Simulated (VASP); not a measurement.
**C: single point with PBE+D3(BJ)**

C:

```
CELL_PARAMETERS angstrom
1.23250 0.71158 3.36139
-1.23250 0.71158 3.36139
0.00000 -1.42317 3.36139
ATOMIC_POSITIONS crystal
C 0.16077 0.16077 0.19239
C 0.83923 0.83923 0.80761
```

This cell differs from its parent crystal: mode 4 frozen in at +0.048 Å and mode 6 at -0.045 Å (largest displacements).

```yaml
Program: VASP 6.6.1
Task: single point
Functional: PBE
Dispersion: D3(BJ)
Potentials_or_basis: VASP PAW PBE potentials, release 64 (C)
Cutoff: 520 eV
k_mesh: 15 × 15 × 15
Occupations: gaussian, width 0.05 eV
Spin: no spin polarisation
```

The pressure is 3.9 GPa. The largest force is 5.478 eV/Å. The band gap on the k mesh is 0.40 eV, indirect (least direct gap 0.55 eV). The dispersion energy per atom is -0.156 eV.

Forces in eV/Å, atoms in the order of the input:
```
C    0.000  5.275 -1.478
C    0.000 -5.275  1.478
```

Stress tensor (GPa, compression positive):
```
-3.83  0.00  0.00
 0.00 16.63  4.47
 0.00  4.47 -1.07
```

Levels at points of the mesh, in eV from the valence-band top:
```csv
k point,band 1,band 2,band 3,band 4,band 5,band 6,band 7,band 8,band 9
"(0.00, 0.00, 0.00)",-19.36,-6.27,-3.91,-1.27,4.36,6.93,10.25,11.88,13.09
```

It took 110 s on 1 thread of Intel(R) Xeon(R) Platinum 8559C (Emerald Rapids) (shared host), peak memory 0.27 GiB.

Caveat: the cell differs from its parent crystal (mode 4 frozen in at +0.048 Å and mode 6 at -0.045 Å (largest displacements)); forces of over 1 eV/Å act on the atoms, so gaps and moduli don't describe the material at rest. A k mesh can miss the band edges.
